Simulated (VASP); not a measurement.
Input of a VASP 6.6.1 run:

The input INCAR:

```
SYSTEM = MgO
  PREC = Accurate
  ENCUT = 520
  EDIFF = 1E-6
  ISMEAR = 0
  SIGMA = 0.05
  LREAL = .FALSE.
  LASPH = .TRUE.
  NELM = 60
  ALGO = Normal
  ISIF = 2
  LWAVE = .FALSE.
  LCHARG = .FALSE.
  GGA = PS
  NBANDS = 36
```

Contents of KPOINTS:

```
Automatic mesh
0
G
  9 9 2
  0 0 0
```

File POSCAR:

```
MgO
1.0
    2.1075959645     -2.1075959645      0.0000000000
    2.1075959645      0.0000000000     -2.1075959645
    9.2734222438      8.4303838580      7.5873454722
Mg O
6 6
Direct
    1.0000000000     -0.1500000000      0.3750000000
    0.3333333333      0.2500000000      0.2083333333
    0.6666666667      0.4500000000      0.5416666667
    1.0000000000      0.6500000000      0.8750000000
    0.3333333333      0.0500000000      0.7083333333
    0.6666666667      0.6500000000      0.0416666667
    0.6666666667      0.5500000000      0.2916666667
    0.0000000000     -0.0500000000      0.1250000000
    0.3333333333      0.1500000000      0.4583333333
    0.6666666667      0.3500000000      0.7916666667
    1.0000000000      0.7500000000      0.6250000000
    0.3333333333     -0.0500000000      0.9583333333
```

Potentials or basis: VASP PAW PBE potentials, release 64 (Mg, O).

Command:

```bash
$ cat potpaw_PBE.64/Mg/POTCAR potpaw_PBE.64/O/POTCAR > POTCAR
$ mpirun -np 1 vasp_std > vasp.out
```

Problem. Estimate the band gap on the k mesh.

Solution. 4.17 eV.

Problem. What does it give for the largest force?

Solution. 14.004 eV/Å.

Problem. What does it give for the pressure?

Solution. 9.9 GPa.

Stress tensor (GPa, compression positive):
```
 8.11  0.38 14.00
 0.38  1.61  3.11
14.00  3.11 20.12
```

Caveat: the stress differs along the axes, from 2 to 20 GPa; the PAW data sets were made with another functional, which shifts forces and pressure a little. A k mesh can miss the band edges.
